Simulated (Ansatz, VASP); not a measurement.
# Li3IF2 in VASP and in Ansatz

```
Li I F
1.0
     5.74059    0.00000    0.00000
    -2.87029    4.97149    0.00000
     0.00000    0.00000    3.74882
Li I F
3 1 2
Cartesian
  2.8703 0.0000 1.8744
  -1.4351 2.4857 1.8744
  1.4351 2.4857 1.8744
  0.0000 0.0000 1.8744
  0.0000 3.3143 1.8744
  2.8703 1.6572 1.8744
```

Alike in both runs: task relaxation of cell and atoms; functional PBE; k mesh 6 × 6 × 4; occupations gaussian, width 0.1 eV; no spin polarisation.

```csv
,VASP,Ansatz
version,VASP 6.6.1,Ansatz 0.2.0
potentials or method,"VASP PAW PBE potentials, release 64 (Li_sv, I, F), cutoff 600 eV","scalar-relativistic, plane waves, PAW"
valence electrons in the cell,30,40
```

Ansatz gave:

| Property | Result |
| --- | --- |
| gap on the k mesh at the Fermi level, each at its own relaxed structure (eV) | 3.49 |
| relaxed volume (Å³/atom) | 26.04 |
| relaxed cell length with the largest relative difference (Å) | 4.723 |

Which values does VASP return?

gap on the k mesh at the Fermi level, each at its own relaxed structure (eV): 3.15; relaxed volume (Å³/atom): 23.94; relaxed cell length with the largest relative difference (Å): 4.341.

One of these differences is far larger than is usual between the two programs; its cause wasn't traced. VASP's potentials hold 30 valence electrons a cell and Ansatz's 40, so a difference there can come from the potentials and not from the codes.

Spin-orbit coupling is off throughout. Noted on VASP's run: the cutoff is short for stress, so the pressure is rough; the volume moved by over 15 % at a fixed basis, so the end points are rough.
